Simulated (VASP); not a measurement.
Here is a VASP 6.6.1 calculation.

INCAR

```
SYSTEM = CoSi2
ALGO = Normal
EDIFF = 1E-7
ENCUT = 520
GGA = PE
ISIF = 2
ISMEAR = 0
LASPH = .True.
LCHARG = .False.
LREAL = .False.
LWAVE = .False.
NBANDS = 16
NELM = 60
PREC = Accurate
SIGMA = 0.05
```

KPOINTS

```
k-points
0
Gamma
  12 12 12
  0 0 0
```

The input POSCAR:

```
CoSi2
1.0
    0.0000000000      2.6618323510      2.6618323510
    2.6618323510      0.0000000000      2.6618323510
    2.6618323510      2.6618323510      0.0000000000
Co Si
1 2
Direct
    0.0000000000      0.0000000000      0.0000000000
    0.2500000000      0.2500000000      0.2500000000
    0.7500000000      0.7500000000      0.7500000000
```

Potentials or basis: VASP PAW PBE potentials, release 64 (Co, Si).

The run is started by

```bash
$ cat potpaw_PBE.64/Co/POTCAR potpaw_PBE.64/Si/POTCAR > POTCAR
$ mpirun -np 1 vasp_std > vasp.out
```

(1) Estimate the pressure.

## Answers

(1) 3.6 GPa.
